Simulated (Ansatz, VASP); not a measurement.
One calculation of Sc2BP3, two programs

```xyz
6
Lattice="3.2371 0.0000 0.0000 0.0000 3.2371 0.0000 0.0000 0.0000 8.3845" Properties=species:S:1:pos:R:3 pbc="T T T"
Sc    1.6186    0.0000    6.2745
Sc    0.0000    1.6186    2.1100
B     1.6186    1.6186    0.0000
P     1.6186    0.0000    3.5325
P     0.0000    1.6186    4.8519
P     0.0000    0.0000    0.0000
```

Change from the starting cell: species swapped into the Zr2Sb3Pd type (P-4m2, No. 115).

Alike in both runs: functional PBE; k mesh 6 × 6 × 2; occupations gaussian, width 0.1 eV; no spin polarisation.

Ansatz relaxed the structure, and its values are those at the end. VASP's run is a single point on that final structure, the one shown.

|  | VASP | Ansatz |
| --- | --- | --- |
| version | VASP 6.6.1 | Ansatz 0.2.0 |
| potentials or method | VASP PAW PBE potentials, release 64 (Sc_sv, B, P), cutoff 520 eV | scalar-relativistic, plane waves, PAW |
| valence electrons in the cell | 40 | 40 |

Ansatz gave:

```
gap on the k mesh at the Fermi level (eV) : none
pressure (GPa)                            : 0.0
rms of the force components (eV/Å)        : 0.001
```

Q: What did VASP give for the same quantities?

A: gap on the k mesh at the Fermi level (eV): none; pressure (GPa): 0.1; rms of the force components (eV/Å): 0.005.

A gap of «none» marks a metal or a gap that the smearing closes.

The k mesh is coarse, so the values compare programs but aren't converged.
